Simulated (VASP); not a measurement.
# Ca2Si in VASP: notebook, part 3 of 3

VASP 6.6.1. The steps go on from the part before.

## 4. Single point, LDA (atoms displaced along a vibrational mode, the cell strained)

INCAR

```
PREC = Accurate
ENCUT = 520
EDIFF = 1E-6
ISMEAR = 0
SIGMA = 0.05
LREAL = False
LASPH = True
NELM = 80
ALGO = Normal
ISIF = 2
LWAVE = False
LCHARG = False
GGA = CA
NBANDS = 19
```

KPOINTS

```
regular mesh
0
Gamma
  8 8 8
```

POSCAR

```
Ca2Si
1.0
    0.0000000000      3.4199606202      3.6652565209
    3.4199606202      0.0000000000      3.6652565209
    3.4199606202      3.4199606202      0.0000000000
Ca Si
2 1
Direct
    0.7344790822      0.7344790822      0.7655209178
    0.2655209178      0.2655209178      0.2344790822
    0.0000000000      0.0000000000      0.0000000000
```

Potentials or basis: VASP PAW LDA potentials, release 64 (Ca_sv, Si).

On the command line:

```console
$ cat potpaw_LDA.64/Ca_sv/POTCAR potpaw_LDA.64/Si/POTCAR > POTCAR
$ mpirun -np 1 vasp_std > vasp.out
```

OUTCAR:

```text
PREC = Accurate
   ENCUT = 520
   EDIFF = 1E-6
   ISMEAR = 0
   LREAL = False
   LASPH = True
   NELM = 80
   ISIF = 2
   GGA = CA

 ion  position               nearest neighbor table
   1  0.734  0.734  0.766-   3 2.97   3 2.97   3 3.10   3 3.10
   2  0.266  0.266  0.234-   3 2.97   3 2.97   3 3.10   3 3.10
   3  0.000  0.000  0.000-   1 2.97   1 2.97   2 2.97   2 2.97   2 3.10   2 3.10   1 3.10   1 3.10

  LATTYP: Found a body centered tetragonal cell.
 ALAT       =     4.8365546919
 C/A-ratio  =     1.5156477097

  Lattice vectors:

 A1 = (  -3.4199606202,   0.0000000000,   3.6652565209)
 A2 = (   3.4199606202,   0.0000000000,   3.6652565209)
 A3 = (   0.0000000000,   3.4199606202,  -3.6652565209)

Analysis of symmetry for initial positions (statically):
=====================================================================
 Subroutine PRICEL returns:
 Original cell was already a primitive cell.

 Routine SETGRP: Setting up the symmetry group for a
 body centered tetragonal supercell.

 Subroutine GETGRP returns: Found  8 space group operations
 (whereof  8 operations were pure point group operations)
 out of a pool of 16 trial point group operations.

The static configuration has the point symmetry D_2h.

Analysis of symmetry for dynamics (positions and initial velocities):
=====================================================================
 Subroutine PRICEL returns:
 Original cell was already a primitive cell.

 Routine SETGRP: Setting up the symmetry group for a
 body centered tetragonal supercell.

 Subroutine GETGRP returns: Found  8 space group operations
 (whereof  8 operations were pure point group operations)
 out of a pool of 16 trial point group operations.

The dynamic configuration has the point symmetry D_2h.

[... 115 lines left out ...]
   ISMEAR =     0;   SIGMA  =   0.05  broadening in eV -4-tet -1-fermi 0-gaus
   EFERMI_NEDOS =   21; number of points for ismear=-14 and -15
   IALGO  =     38    algorithm
   IMIX   =      4    mixing-type and parameters
     AMIX     =   0.40;   BMIX     =  1.00
     AMIX_MAG =   1.60;   BMIX_MAG =  1.00
  volume/ion in A,a.u.               =      28.58       192.86
  Fermi-wavevector in a.u.,A,eV,Ry     =   1.070910  2.023727 15.603823  1.146849
  Thomas-Fermi vector in A             =   2.206635
   LORBIT       =      0    0 simple, 1 ext, 2 COOP (PROOUT), +10 PAW based schemes
   GGA     = CA    functional components
   LHFCALC =     F    Hartree Fock is set to
   AEXX    =    0.0000 exact exchange contribution
   IVDW    =     0    specifies the selected vdW correction
   LEPSILON=     F    determine dielectric tensor
   LRPA    =     F    only Hartree local field effects (RPA)
 non-spin polarized calculation
 Gauss-broadening in eV      SIGMA  =   0.05
  energy-cutoff  :      520.00
  volume of cell :       85.74
 maximum number of plane-waves:      2342
 NGX is ok and might be reduce to    40
   NGX = 19   NGY = 19   NGZ = 17

 number of electron      23.9999998 magnetization

 Free energy of the ion-electron system (eV)
  ---------------------------------------------------
  ext. energy  EPLUGINS =         0.00000000
  ---------------------------------------------------
  free energy    TOTEN  =       -11.71960199 eV

  energy without entropy =      -11.71942642  energy(sigma->0) =      -11.71951420

 E-fermi :   2.8157     XC(G=0):  -8.8988

 val. band max:        2.8123909870   @ k =   0.5000   0.5000   0.0000
 cond. band min:       2.9738269571   @ k =   0.5000   0.0000   0.5000
 fundamental gap:      0.1614359701
 Fermi energy:         2.8157448450

 k-point     1 :       0.0000    0.0000    0.0000
  band No.  band energies     occupation
      1     -37.5030      2.00000
      2     -37.4328      2.00000
      3     -18.9443      2.00000
      4     -18.9285      2.00000
      5     -18.8297      2.00000
      6     -18.7145      2.00000
[... 505 lines left out ...]
      6     -18.7127      2.00000
[... 11 lines left out ...]
     18       6.8986      0.00000
     19       7.3677      0.00000

 [... further k-points ...]

------------------------ aborting loop because EDIFF is reached ----------------------------------------

  FORCE on cell =-STRESS in cart. coord.  units (eV):
  Direction    XX          YY          ZZ          XY          YZ          ZX
  --------------------------------------------------------------------------------------
  -------------------------------------------------------------------------------------
  Total        0.9519213      0.9519213     -1.4191299     -0.5349989      0.0000000      0.0000000
  in kB       17.7883240     17.7883240    -26.5189399     -9.9973962      0.0000000      0.0000000
  external PRESSURE =       3.0192361 kB  Pullay stress =       0.0000000 kB

 VOLUME and BASIS-vectors are now :
 -----------------------------------------------------------------------------
  energy-cutoff  :      520.00
  volume of cell :       85.74
      direct lattice vectors                 reciprocal lattice vectors
     0.000000000  3.419960620  3.665256521    -0.146200514  0.146200514  0.136416100
     3.419960620  0.000000000  3.665256521     0.146200514 -0.146200514  0.136416100
     3.419960620  3.419960620  0.000000000     0.146200514  0.146200514 -0.136416100

 POSITION                                       TOTAL-FORCE (eV/Angst)
 -----------------------------------------------------------------------------------
      5.12994      5.12994      5.38411         0.000000     -0.000000      0.491795
      1.70998      1.70998      1.94640         0.000000     -0.000000     -0.491795
      0.00000      0.00000      0.00000        -0.000000      0.000000      0.000000
 -----------------------------------------------------------------------------------
    total drift:                               -0.000000     -0.000000     -0.000000

  FREE ENERGIE OF THE ION-ELECTRON SYSTEM (eV)
  ---------------------------------------------------
  free  energy   TOTEN  =       -11.7196019859 eV

  energy  without entropy=      -11.7194264204  energy(sigma->0) =      -11.71951420
```

stdout:

```text
POSCAR found type information on POSCAR CaSi
 POSCAR found :  2 types and       3 ions
 scaLAPACK will be used
 LDA part: xc-table for (Slater(with rela. corr.)+CA(PZ))
 , standard interpolation
 POSCAR, INCAR and KPOINTS ok, starting setup
 FFT: planning ... GRIDC
 FFT: planning ... GRID_SOFT
 FFT: planning ... GRID
 WAVECAR not read
 entering main loop
```

It took 4 min on 1 thread of Oxide Virtual Turin-like, shared host; peak memory 0.24 GiB.

Results:

* Free energy: -11.7196 eV
* Pressure: 0.3 GPa
* Largest force: 0.492 eV/Å

Forces in eV/Å, atoms in the order of the input:
```
Ca   0.000  0.000  0.492
Ca   0.000  0.000 -0.492
Si   0.000  0.000  0.000
```

Stress tensor (GPa, compression positive):
```
 1.78 -1.00  0.00
-1.00  1.78  0.00
 0.00  0.00 -2.65
```

Caveat: the cell differs from its parent crystal (atoms displaced along a vibrational mode, the cell strained).

## 5. Single point, LDA (atoms displaced along a vibrational mode, the cell strained)

INCAR

```
SYSTEM = Ca2Si
PREC     = Accurate       ! precision mode
ENCUT    = 520            ! plane-wave cutoff, eV
EDIFF    = 1E-7           ! SCF threshold, eV
ISMEAR   = 0              ! smearing method
SIGMA    = 0.05           ! smearing width, eV
LREAL    = .False.        ! projectors in reciprocal space
LASPH    = .True.         ! aspherical terms in the spheres
NELM     = 60             ! most SCF steps
ALGO     = Normal         ! electronic algorithm
ISIF     = 2              ! what is computed and relaxed
LWAVE    = .False.        ! write WAVECAR
LCHARG   = .False.        ! write CHGCAR
NBANDS   = 19             ! bands
```

KPOINTS

```
Automatic mesh
0
Gamma
  8 8 8
  0 0 0
```

POSCAR

```
Ca2Si
1.0
    0.0000000000      3.5425210274      3.4201357065
    3.5425210274      0.0000000000      3.4201357065
    3.5425210274      3.5425210274      0.0000000000
Ca Si
2 1
Direct
    0.7422466805      0.7422466805      0.7577533195
    0.2577533195      0.2577533195      0.2422466805
    0.0000000000      0.0000000000      0.0000000000
```

On the command line:

```console
$ cat potpaw_LDA.64/Ca_sv/POTCAR potpaw_LDA.64/Si/POTCAR > POTCAR
$ mpirun -np 1 vasp_std > vasp.out
```

Wall time 5.1 min (1 thread of Oxide Virtual Turin-like, shared host); peak memory 0.25 GiB.

It converged, with:

* Free energy: -11.8025 eV
* Pressure: 0.1 GPa
* Largest force: 0.342 eV/Å
* Band gap on the k mesh: 0.29 eV

Forces in eV/Å, atoms in the order of the input:
```
Ca   0.000  0.000  0.342
Ca   0.000  0.000 -0.342
Si   0.000  0.000  0.000
```

Stress tensor (GPa, compression positive):
```
-0.71 -0.43  0.00
-0.43 -0.71  0.00
 0.00  0.00  1.82
```

Levels at points of the mesh, in eV from the valence-band top:
```tsv
k point	band 9	band 10	band 11	band 12	band 13	band 14	band 15	band 16
(0.00, 0.00, 0.00)	-6.79	-0.69	-0.60	-0.53	1.58	1.60	1.86	4.77
(0.50, 0.00, 0.00)	-6.00	-2.10	-0.27	-0.10	2.27	2.32	2.59	2.92
(0.00, 0.00, 0.50)	-6.02	-2.07	-0.31	-0.18	2.16	2.29	2.78	2.89
(0.50, 0.50, 0.00)	-5.76	-2.04	-0.20	-0.13	0.38	1.38	2.53	3.75
(0.50, 0.00, 0.50)	-5.79	-2.19	-0.05	0.00	0.29	1.59	2.38	3.80
```

Caveat: the cell differs from its parent crystal (atoms displaced along a vibrational mode, the cell strained). A k mesh can miss the band edges.

## 6. Overview

| cell | gap on the mesh (eV) | pressure (GPa) | largest force (eV/Å) |
| --- | --- | --- | --- |
| a = 4.872, b = 4.872, c = 5.126 Å, angles 58.3, 58.3, 63.5°, 3 atoms, atomic positions A | 0.09 | 0.1 | - |
| a = 4.897, b = 4.897, c = 5.068 Å, angles 58.8, 58.8, 62.3°, 3 atoms, atomic positions B | 0.19 | 0.2 | 0.76 |
| a = 5.013, b = 5.013, c = 4.837 Å, angles 61.2, 61.2, 57.7°, 3 atoms, atomic positions B | - | 0.3 | 0.49 |
| a = 4.924, b = 4.924, c = 5.010 Å, angles 59.4, 59.4, 61.2°, 3 atoms, atomic positions C | 0.29 | 0.1 | 0.34 |

Alike in all rows: task single point; level LDA; potentials or basis VASP PAW LDA potentials, release 64 (Ca_sv, Si); no spin polarisation; k mesh 8 × 8 × 8; cutoff (eV) 520; smearing gaussian 0.05 eV.

Absolute energies hang on the potentials; compare differences alone.
